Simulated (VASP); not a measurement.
# Ti (P2_1/m) in VASP: single point with PBE

Aim: the single point of Ti with PBE.

Program: VASP 6.6.1. These are calculated values, not measurements. Logs are shortened: lines on timing, memory, paths and dates and some standing lists are left out, and cuts for length are marked.

## 1. The cell of the first run

Symmetry: P2_1/m, No. 11, monoclinic system. Conventional cell: a = 2.907 Å, b = 2.907 Å, c = 12.390 Å, α = 90.00°, β = 95.39°, γ = 90.00°. Within 3.3 Å of Ti (site symmetry m) lie 10 Ti at 2.53 to 2.91 Å. Within 3.8 Å of Ti (site symmetry m) lie 12 Ti at 2.91 Å. Within 3.8 Å of Ti (site symmetry m) lie 12 Ti at 2.91 Å.

## 2. Single point, PBE

File INCAR:

```
SYSTEM = Ti
PREC = Accurate
ENCUT = 520
EDIFF = 1E-6
ISMEAR = 0
SIGMA = 0.15
LREAL = .False.
LASPH = .True.
NELM = 60
ALGO = Fast
ISIF = 2
LWAVE = .False.
LCHARG = .False.
GGA = PE
NBANDS = 45
```

File KPOINTS:

```
regular mesh
0
Gamma
  15 15 4
  0 0 0
```

File POSCAR:

```
Ti
1.0
   -2.0558584512     -2.0558584512      0.0000000000
    2.0558584512     -2.0558584512      0.0000000000
   -0.8223433805     -0.8223433805     12.3351507070
Ti
6
Direct
   -0.3666600000      0.0000000000      0.9166500000
    0.4666733333      0.5000000000      0.0833166667
   -0.0999933333      0.0000000000      0.2499833333
    0.3333400000      0.5000000000      0.4166500000
   -0.2333266667      0.0000000000      0.5833166667
    0.2000066667      0.5000000000      0.7499833333
```

Potentials or basis: VASP PAW PBE potentials, release 64 (Ti_sv).

Launch:

```
$ cat potpaw_PBE.64/Ti_sv/POTCAR > POTCAR
$ mpirun -np 1 vasp_std > vasp.out
```

OUTCAR:

```text
SYSTEM = Ti
   PREC = Accurate
   ENCUT = 520
   EDIFF = 1E-6
   ISMEAR = 0
   LREAL = .False.
   LASPH = .True.
   NELM = 60
   ISIF = 2
   GGA = PE

 ion  position               nearest neighbor table
   1  0.633  0.000  0.917-   2 2.53   2 2.53   6 2.91   6 2.91   6 2.91   6 2.91
   2  0.467  0.500  0.083-   1 2.53   1 2.53   3 2.91   3 2.91   3 2.91   3 2.91
   3  0.900  0.000  0.250-   2 2.91   2 2.91   2 2.91   2 2.91   4 2.91   4 2.91   4 2.91   4 2.91

   4  0.333  0.500  0.417-   3 2.91   3 2.91   5 2.91   5 2.91   3 2.91   3 2.91   5 2.91   5 2.91

   5  0.767  0.000  0.583-   6 2.91   6 2.91   6 2.91   6 2.91   4 2.91   4 2.91   4 2.91   4 2.91

   6  0.200  0.500  0.750-   5 2.91   5 2.91   5 2.91   5 2.91   1 2.91   1 2.91   1 2.91   1 2.91

  LATTYP: Found a simple monoclinic cell.
 ALAT       =     2.9074229040
 B/A-ratio  =     1.0000000000
 C/A-ratio  =     4.2614551505
 COS(beta)  =    -0.0938646509

  Lattice vectors:

 A1 = (  -2.0558584512,  -2.0558584512,   0.0000000000)
 A2 = (  -2.0558584512,   2.0558584512,   0.0000000000)
 A3 = (   0.8223433805,   0.8223433805, -12.3351507070)

Analysis of symmetry for initial positions (statically):
=====================================================================
 Subroutine PRICEL returns:
 Original cell was already a primitive cell.

 Routine SETGRP: Setting up the symmetry group for a
 simple monoclinic supercell.

 Subroutine GETGRP returns: Found  4 space group operations
 (whereof  2 operations were pure point group operations)
 out of a pool of  4 trial point group operations.

The static configuration has the point symmetry C_1h.
 The point group associated with its full space group is C_2h.

Analysis of symmetry for dynamics (positions and initial velocities):
=====================================================================
 Subroutine PRICEL returns:
 Original cell was already a primitive cell.

 Routine SETGRP: Setting up the symmetry group for a
 simple monoclinic supercell.

 Subroutine GETGRP returns: Found  4 space group operations
 (whereof  2 operations were pure point group operations)
 out of a pool of  4 trial point group operations.

The dynamic configuration has the point symmetry C_1h.
 The point group associated with its full space group is C_2h.

 Subroutine INISYM returns: Found  4 space group operations
 (whereof  2 operations are pure point group operations),
 and found     1 'primitive' translations

----------------------------------------------------------------------------------------

                                     Primitive cell

  volume of cell :     104.2704

  direct lattice vectors                    reciprocal lattice vectors
    -2.055858451 -2.055858451  0.000000000    -0.243207406 -0.243207406 -0.032427654
     2.055858451 -2.055858451  0.000000000     0.243207406 -0.243207406  0.000000000
    -0.822343380 -0.822343380 12.335150707     0.000000000  0.000000000  0.081069135

  length of vectors
     2.907422904  2.907422904 12.389852309     0.345472484  0.343947211  0.081069135

  position of ions in fractional coordinates (direct lattice)
     0.633340000  0.000000000  0.916650000
     0.466673333  0.500000000  0.083316667
     0.900006667  0.000000000  0.249983333
     0.333340000  0.500000000  0.416650000
     0.766673333  0.000000000  0.583316667
     0.200006667  0.500000000  0.749983333

  ion indices of the primitive-cell ions
   primitive index   ion index
                 1           1
                 2           2
                 3           3
                 4           4
                 5           5
                 6           6

----------------------------------------------------------------------------------------

 KPOINTS: regular mesh

Automatic generation of k-mesh.
 Grid dimensions read from file:
 generate k-points for:   15   15    4

 Generating k-lattice:

  Cartesian coordinates                     Fractional coordinates (reciprocal lattice)
    -0.016213827 -0.016213827 -0.002161844     0.066666667  0.000000000 -0.000000000
     0.016213827 -0.016213827  0.000000000     0.000000000  0.066666667  0.000000000
     0.000000000  0.000000000  0.020267284     0.000000000  0.000000000  0.250000000

  Length of vectors
     0.023031499  0.022929814  0.020267284

  Shift w.r.t. Gamma in fractional coordinates (k-lattice)
     0.000000000  0.000000000  0.000000000

 Subroutine IBZKPT returns following result:
 ===========================================

 Found    248 irreducible k-points:

 Following reciprocal coordinates:
            Coordinates               Weight
  0.000000  0.000000  0.000000      1.000000
  0.066667  0.000000 -0.000000      2.000000
  0.133333  0.000000 -0.000000      2.000000
  0.200000  0.000000  0.000000      2.000000
  0.266667  0.000000 -0.000000      2.000000
  0.333333  0.000000  0.000000      2.000000
[... 16 lines left out ...]
  0.400000  0.133333  0.000000      4.000000
  0.466667  0.133333 -0.000000      4.000000
 [... further k-points ...]
   k-points           NKPTS =    248   k-points in BZ     NKDIM =    248   number of bands    NBANDS=     45
   number of dos      NEDOS =    301   number of ions     NIONS =      6
   total plane-waves  NPLWV =  55296
   dimension x,y,z NGX =    24 NGY =   24 NGZ =   96
   dimension x,y,z NGXF=    48 NGYF=   48 NGZF=  192
   ions per type =               6
   NGX,Y,Z   is equivalent  to a cutoff of  13.72, 13.72, 12.88 a.u.
   NGXF,Y,Z  is equivalent  to a cutoff of  27.45, 27.45, 25.76 a.u.
 SYSTEM =  Ti
   PREC   = accura    normal or accurate (medium, high low for compatibility)
   ISTART =      0    job   : 0-new  1-cont  2-samecut
   ICHARG =      2    charge: 1-file 2-atom 10-const
   ISPIN  =      1    spin polarized calculation?
   LNONCOLLINEAR =      F non collinear calculations
   LSORBIT =      F    spin-orbit coupling
   LASPH  =      T    aspherical Exc in radial PAW
   ENCUT  =  520.0 eV  38.22 Ry    6.18 a.u.   5.41  5.41 23.04*2*pi/ulx,y,z
   NELM   =     60;   NELMIN=  2; NELMDL= -5     # of ELM steps
   EDIFF  = 0.1E-05   stopping-criterion for ELM
   LREAL  =      F    real-space projection
   EDIFFG = 0.1E-04   stopping-criterion for IOM
   NSW    =      0    number of steps for IOM
   IBRION =     -1    ionic relax: 0-MD 1-quasi-New 2-CG
   NFREE  =      0    steps in history (QN), initial steepest desc. (CG)
   ISIF   =      2    stress and relaxation
   ISYM   =      2    0-nonsym 1-usesym 2-fastsym
   POTIM  = 0.5000    time-step for ionic-motion
   TEBEG  =    0.0;   TEEND  =   0.0 temperature during run
   PSTRESS=    0.0 pullay stress
   NELECT =      72.0000    total number of electrons
   NUPDOWN=      -1.0000    fix difference up-down
   EMIN   =  10.00;   EMAX   =-10.00  energy-range for DOS
   EFERMI =   0.00;   METHOD = LEGACY
   ISMEAR =     0;   SIGMA  =   0.15  broadening in eV -4-tet -1-fermi 0-gaus
   EFERMI_NEDOS =   21; number of points for ismear=-14 and -15
   IALGO  =     68    algorithm
   IMIX   =      4    mixing-type and parameters
     AMIX     =   0.40;   BMIX     =  1.00
     AMIX_MAG =   1.60;   BMIX_MAG =  1.00
  volume/ion in A,a.u.               =      17.38       117.28
  Fermi-wavevector in a.u.,A,eV,Ry     =   1.446989  2.734414 28.487586  2.093779
  Thomas-Fermi vector in A             =   2.564995
   LORBIT       =      0    0 simple, 1 ext, 2 COOP (PROOUT), +10 PAW based schemes
   GGA     = PE    functional components
   LHFCALC =     F    Hartree Fock is set to
   AEXX    =    0.0000 exact exchange contribution
   IVDW    =     0    specifies the selected vdW correction
   LEPSILON=     F    determine dielectric tensor
   LRPA    =     F    only Hartree local field effects (RPA)
 non-spin polarized calculation
 RMM-DIIS sequential band-by-band and
 Gauss-broadening in eV      SIGMA  =   0.15
  energy-cutoff  :      520.00
  volume of cell :      104.27
 maximum number of plane-waves:      2847
 NGX is ok and might be reduce to    24
   NGX = 11   NGY = 11   NGZ = 45

 number of electron      72.0000020 magnetization

 Free energy of the ion-electron system (eV)
  ---------------------------------------------------
  ext. energy  EPLUGINS =         0.00000000
  ---------------------------------------------------
  free energy    TOTEN  =       -46.10147830 eV

  energy without entropy =      -45.99063453  energy(sigma->0) =      -46.04605641

 E-fermi :   8.1965     XC(G=0): -11.4771

 val. band max:        8.1962194481   @ k =   0.0667   0.4667  -0.0000
 cond. band min:       8.1969308822   @ k =  -0.2000   0.0000   0.2500
 fundamental gap:      0.0007114341
 Fermi energy:         8.1965021239

 k-point     1 :       0.0000    0.0000    0.0000
  band No.  band energies     occupation
      1     -48.5191      2.00000
      2     -48.4971      2.00000
      3     -48.4401      2.00000
      4     -48.3734      2.00000
      5     -48.3466      2.00000
      6     -48.1648      2.00000
[... 37 lines left out ...]
     44       9.9816      0.00000
     45      11.0532      0.00000

 k-point     2 :       0.0667    0.0000   -0.0000
  band No.  band energies     occupation
      1     -48.5159      2.00000
      2     -48.4948      2.00000
      3     -48.4383      2.00000
      4     -48.3730      2.00000
      5     -48.3452      2.00000
      6     -48.1633      2.00000
[... 37 lines left out ...]
     44       9.9772      0.00000
     45      10.4244      0.00000

 k-point     3 :       0.1333    0.0000   -0.0000
  band No.  band energies     occupation
      1     -48.5068      2.00000
      2     -48.4880      2.00000
      3     -48.4330      2.00000
      4     -48.3719      2.00000
      5     -48.3415      2.00000
      6     -48.1593      2.00000
[... 997 lines left out ...]
     44       9.4770      0.00000
     45       9.5343      0.00000

 k-point    24 :       0.4667    0.1333   -0.0000
  band No.  band energies     occupation
      1     -48.4308      2.00000
      2     -48.4306      2.00000
      3     -48.3846      2.00000
      4     -48.3769      2.00000
      5     -48.3022      2.00000
      6     -48.1330      2.00000
[... 37 lines left out ...]
     44       9.4690      0.00000
     45       9.5271      0.00000

 [... further k-points ...]

------------------------ aborting loop because EDIFF is reached ----------------------------------------

  FORCE on cell =-STRESS in cart. coord.  units (eV):
  Direction    XX          YY          ZZ          XY          YZ          ZX
  --------------------------------------------------------------------------------------
  -------------------------------------------------------------------------------------
  Total       -0.8602992     -0.8602992      3.0356034     -0.6167818      0.4798203      0.4798205
  in kB      -13.2190195    -13.2190195     46.6438882     -9.4772262      7.3727292      7.3727328
  external PRESSURE =       6.7352831 kB  Pullay stress =       0.0000000 kB

 VOLUME and BASIS-vectors are now :
 -----------------------------------------------------------------------------
  energy-cutoff  :      520.00
  volume of cell :      104.27
      direct lattice vectors                 reciprocal lattice vectors
    -2.055858451 -2.055858451  0.000000000    -0.243207406 -0.243207406 -0.032427654
     2.055858451 -2.055858451  0.000000000     0.243207406 -0.243207406  0.000000000
    -0.822343380 -0.822343380 12.335150707     0.000000000  0.000000000  0.081069135

 POSITION                                       TOTAL-FORCE (eV/Angst)
 -----------------------------------------------------------------------------------
     -2.05586     -2.05586     11.30702        -0.406775     -0.406775     -1.296331
      0.00000     -2.05586      1.02772         0.406775      0.406775      1.296331
     -2.05586     -2.05586      3.08358        -0.060875     -0.060875     -0.000329
     -0.00000     -2.05586      5.13944         0.007894      0.007894      0.031392
     -2.05586     -2.05586      7.19530        -0.007894     -0.007894     -0.031392
     -0.00000     -2.05586      9.25116         0.060875      0.060875      0.000329
 -----------------------------------------------------------------------------------
    total drift:                               -0.000003     -0.000003     -0.000009

  FREE ENERGIE OF THE ION-ELECTRON SYSTEM (eV)
  ---------------------------------------------------
  free  energy   TOTEN  =       -46.1014782962 eV

  energy  without entropy=      -45.9906345289  energy(sigma->0) =      -46.04605641
```

Run time: 63 min. Hardware: 1 thread of Intel Xeon Platinum 8259CL at 2.50GHz (Skylake/Cascade Lake), shared host; peak memory 0.81 GiB.

Results:

- Free energy: -46.1015 eV
- Pressure: 0.7 GPa
- Largest force: 1.418 eV/Å
- Band gap on the k mesh: zero (bands 36 and 37 overlap by 0.90 eV)

Forces on the atoms (eV/Å):
```
Ti  -0.407 -0.407 -1.296
Ti   0.407  0.407  1.296
Ti  -0.061 -0.061  0.000
Ti   0.008  0.008  0.031
Ti  -0.008 -0.008 -0.031
Ti   0.061  0.061  0.000
```

Caveat: forces of over 1 eV/Å act on the atoms, so gaps and moduli don't describe the material at rest.
